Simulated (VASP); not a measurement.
Input of a VASP 6.6.1 run:

Contents of INCAR:

```
SYSTEM = InSe
PREC     = Accurate       ! precision mode
ENCUT    = 400            ! plane-wave cutoff, eV
EDIFF    = 1E-6           ! SCF threshold, eV
ISMEAR   = 0              ! smearing method
SIGMA    = 0.05           ! smearing width, eV
LREAL    = .FALSE.        ! projectors in reciprocal space
LASPH    = .TRUE.         ! aspherical terms in the spheres
NELM     = 120            ! most SCF steps
ALGO     = Normal         ! electronic algorithm
ISIF     = 2              ! what is computed and relaxed
LWAVE    = .FALSE.        ! write WAVECAR
LCHARG   = .TRUE.         ! write CHGCAR
LDIPOL   = .TRUE.       
IDIPOL   = 3            
DIPOL    = 0.5 0.5 0.413
GGA      = PE             ! functional
IVDW     = 12             ! dispersion correction
LELF     = .TRUE.         ! ELF
LVHAR    = .TRUE.       
LVACPOTAV= .TRUE.       
NBANDS   = 48             ! bands
GGA_COMPAT= .FALSE.      
NELMDL   = -8
```

KPOINTS

```
Automatic mesh
0
G
  9 9 1
  0 0 0
```

File POSCAR:

```
InSe
1.0
    4.0266104108      0.0000000000      0.0000000000
   -2.0133052054      3.4871469069      0.0000000000
    0.0000000000      0.0000000000     28.2707105452
Se In
4 4
Direct
    0.0000000000      0.0000000000      0.1591753413
    0.0000000000      0.0000000000      0.3495717351
    0.1111111111      0.2222222222      0.4763513057
    0.1111111111      0.2222222222      0.6667718719
    0.6666666666      0.3333333333      0.2049643064
    0.6666666666      0.3333333333      0.3037957599
    0.7777777778      0.5555555556      0.5221322145
    0.7777777778      0.5555555556      0.6209715762
```

Potentials or basis: VASP PAW PBE potentials, release 64 (Se, In_d).

Command:

```bash
$ cat potpaw_PBE.64/Se/POTCAR potpaw_PBE.64/In_d/POTCAR > POTCAR
$ mpirun -np 1 vasp_std > vasp.out
```

Q: Estimate the band gap on the k mesh.

A: 1.16 eV (least direct gap 1.21 eV).

Q: Predict the largest force.

A: 0.042 eV/Å.

Forces in eV/Å, atoms in the order of the input:
```
Se   0.000 -0.001 -0.018
Se   0.000 -0.038  0.017
Se   0.000  0.036 -0.016
Se   0.000  0.001  0.016
In   0.000 -0.003  0.015
In   0.000  0.005 -0.015
In   0.000 -0.002  0.015
In   0.000  0.002 -0.014
```

Caveat: the cell differs from its parent crystal (layers slid over each other, then relaxed in part); spin-orbit coupling is left out, which moves the levels of the heavy elements.
